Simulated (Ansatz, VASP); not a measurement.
Two plane-wave programs on Mg8O9

```
Mg O
1.0
     0.00000    3.89900    3.89900
     3.89900    0.00000    3.89900
     3.89900    3.89900    0.00000
Mg O
8 9
Direct
  0.99527 0.01963 0.99032
  0.03194 0.99013 0.49598
  0.03183 0.52534 0.96081
  0.00230 0.51256 0.48338
  0.51207 0.00286 0.97360
  0.48243 0.99004 0.49605
  0.48232 0.52548 0.96071
  0.51916 0.49569 0.46648
  0.25716 0.25778 0.22838
  0.25722 0.25770 0.72843
  0.25720 0.75765 0.22846
  0.25708 0.75778 0.72834
  0.75718 0.13654 0.34958
  0.75714 0.25780 0.72841
  0.75717 0.75763 0.22857
  0.75722 0.75767 0.72853
  0.75708 0.37885 0.10719
```

Alike in both runs: functional LDA; k mesh 2 × 2 × 2; occupations fermi-dirac, width 0.05 eV; collinear spin.

Ansatz relaxed the structure, and its values are those at the end. VASP's run is a single point on that final structure, the one shown.

|  | VASP | Ansatz |
| --- | --- | --- |
| version | VASP 6.6.1 | Ansatz 0.2.0 |
| potentials or method | VASP PAW LDA potentials, release 64 (Mg_sv, O), cutoff 750 eV | scalar-relativistic, plane waves, PAW |
| valence electrons in the cell | 134 | 134 |

|  | VASP | Ansatz | Ansatz less VASP |
| --- | --- | --- | --- |
| gap on the k mesh at the Fermi level (eV) | 5.78 | 5.76 | -0.020 |
| rms of the force components (eV/Å) | 0.090 | 0.006 | -0.0844 |
| net moment per atom (μB) | 0.00 | 0.00 | 0.000 |

Ansatz warns that its potentials were made for another functional, while VASP's fit it. LDA's correlation is that of Perdew and Zunger in VASP and of Perdew and Wang (1992) in Ansatz. Ansatz's warnings: seeded moment not kept.

The k mesh is coarse, so the values compare programs but aren't converged.
